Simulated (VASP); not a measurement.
Here is a VASP 6.6.1 calculation.

The input POSCAR:

```
Ga
1.0
    2.6706200783      0.0000000000      0.0000000000
    0.0000000000      2.6706200783      0.0000000000
    0.0000000000      0.0000000000      2.6706200783
Ga
1
Direct
    0.0000000000      0.0000000000      0.0000000000
```

File INCAR.step1:

```
PREC = Accurate
ENCUT = 550
ISMEAR = -1
SIGMA = 0.1
LREAL = F
LASPH = T
NELM = 120
NBANDS = 12
GGA = PE
ALGO = Normal
EDIFF = 1E-5
LWAVE = T
LCHARG = F
GGA_COMPAT = F
```

INCAR.step2

```
PREC = Accurate
ENCUT = 550
EDIFF = 1E-6
ISMEAR = -1
SIGMA = 0.1
LREAL = F
LASPH = T
NELM = 120
ALGO = Normal
ISIF = 2
LWAVE = F
LCHARG = F
METAGGA = R2SCAN
LMIXTAU = T
NBANDS = 12
ISTART = 1
GGA_COMPAT = F
```

KPOINTS

```
regular mesh
0
Gamma
  6 6 6
```

Potentials or basis: VASP PAW PBE potentials, release 64 (Ga_d).

The run is started by

```bash
$ cat potpaw_PBE.64/Ga_d/POTCAR > POTCAR
$ cp INCAR.step1 INCAR
$ mpirun -np 1 vasp_std > vasp.out
$ cp INCAR.step2 INCAR
$ mpirun -np 1 vasp_std > vasp.out
```

Question: Predict the pressure.

Answer: 1.4 GPa.

Caveat: the k points lie up to 0.39 Å⁻¹ apart; the PAW data sets were made with another functional, which shifts forces and pressure a little.
